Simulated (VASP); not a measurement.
A run of VASP 6.6.1 is set up as follows.

Contents of INCAR:

```
PREC = Accurate ; ENCUT = 600
EDIFF = 1E-6 ; ISMEAR = 0
SIGMA = 0.1 ; LREAL = F
LASPH = T ; NELM = 100
ALGO = Normal ; ISIF = 3
LWAVE = F ; LCHARG = F
GGA = PE ; IBRION = 2
NSW = 100 ; EDIFFG = -0.01
```

File KPOINTS:

```
regular mesh
0
Gamma
  10 10 10
```

POSCAR

```
Mg3Se
1.0
    4.4712208650      0.0000000000      0.0000000000
    0.0000000000      4.4712208650      0.0000000000
    0.0000000000      0.0000000000      4.4712208650
Mg Se
3 1
Direct
    0.0000000000      0.5000000000      0.5000000000
    0.5000000000      0.0000000000      0.5000000000
    0.5000000000      0.5000000000      0.0000000000
    0.0000000000      0.0000000000      0.0000000000
```

Potentials or basis: VASP PAW PBE potentials, release 64 (Mg, Se).

The run is started by

```console
$ cat potpaw_PBE.64/Mg/POTCAR potpaw_PBE.64/Se/POTCAR > POTCAR
$ mpirun -np 1 vasp_std > vasp.out
```

(1) What does it give for the band gap on the k mesh?

(2) Predict the relaxed volume.

(3) What does it give for the relaxed cell?

Answers

(1) zero (bands 6 and 7 overlap by 2.52 eV).

(2) 22.17 Å³/atom.

(3) a = 4.460 Å, b = 4.460 Å, c = 4.460 Å, α = 90.00°, β = 90.00°, γ = 90.00°.
